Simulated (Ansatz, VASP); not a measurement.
## AlCo2: VASP beside Ansatz

```
Al Co
1.0
     3.94673    0.00000    0.00000
    -1.97337    3.41797    0.00000
     0.00000    0.00000    2.59411
Al Co
1 2
Direct
  0.00000 0.00000 0.00000
  0.33333 0.66667 0.50000
  0.66667 0.33333 0.50000
```

Change from the starting cell: species swapped into the BaSi2 type (P-3m1, No. 164).

Alike in both runs: functional PBE; k mesh 6 × 6 × 6; occupations gaussian, width 0.1 eV; no spin polarisation.

Ansatz relaxed the structure, and its values are those at the end. VASP's run is a single point on that final structure, the one shown.

|  | VASP | Ansatz |
| --- | --- | --- |
| version | VASP 6.6.1 | Ansatz 0.2.0 |
| potentials or method | VASP PAW PBE potentials, release 64 (Al, Co), cutoff 520 eV | scalar-relativistic, plane waves, PAW |
| valence electrons in the cell | 21 | 37 |

VASP gave:

- gap on the k mesh at the Fermi level (eV): none
- pressure (GPa): -0.3

Problem. Estimate Ansatz's values.

Solution. gap on the k mesh at the Fermi level (eV): none; pressure (GPa): 0.0.

A gap of «none» marks a metal or a gap that the smearing closes. With one functional, cell and mesh, what is left measures potentials, basis and numerics. VASP's potentials hold 21 valence electrons a cell and Ansatz's 37, so a difference there can come from the potentials and not from the codes.

The k mesh is coarse, so the values compare programs but aren't converged.
